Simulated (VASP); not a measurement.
TaN, 2 atoms in the cell. Symmetry: P-6m2, No. 187, hexagonal system. Conventional cell: a = 2.975 Å, b = 2.975 Å, c = 2.923 Å, α = 90.00°, β = 90.00°, γ = 120.00°. Within 3.0 Å of Ta (site symmetry -6m2) lie 6 N at 2.26 Å and 8 Ta at 2.92 to 2.97 Å. N (site symmetry -6m2) has 6 Ta at 2.26 Å and 8 N at 2.92 to 2.97 Å within 3.0 Å. 

| Property | Result |
| --- | --- |
| Program | VASP 6.6.1 |
| Task | relaxation of the atoms |
| Functional | r2SCAN |
| Potentials or basis | VASP PAW PBE potentials, release 64 (Ta_pv, N) |
| Cutoff | 520 eV |
| k mesh | 13 × 13 × 12 |
| Occupations | fermi-dirac, width 0.1 eV |
| Spin | no spin polarisation |
| Dipole correction | no |
| Further INCAR settings | ALGO = Normal; EDIFF = 1e-06; IBRION = 2; EDIFFG = -0.01; NSW = 50 |

Potentials or basis: VASP PAW PBE potentials, release 64 (Ta_pv, N).

The run is started by

```console
$ cat potpaw_PBE.64/Ta_pv/POTCAR potpaw_PBE.64/N/POTCAR > POTCAR
$ cp INCAR.step1 INCAR
$ mpirun -np 1 vasp_std > vasp.out
$ cp INCAR.step2 INCAR
$ mpirun -np 1 vasp_std > vasp.out
```

Hardware: 1 thread of Intel Xeon 8259CL (shared host).

Q: Estimate the wall time of this run.

A: Wall time 2.2 min on 1 thread of Intel Xeon 8259CL, on a shared host, peak memory 0.18 GiB. Counts: k points 147, ion steps 1.
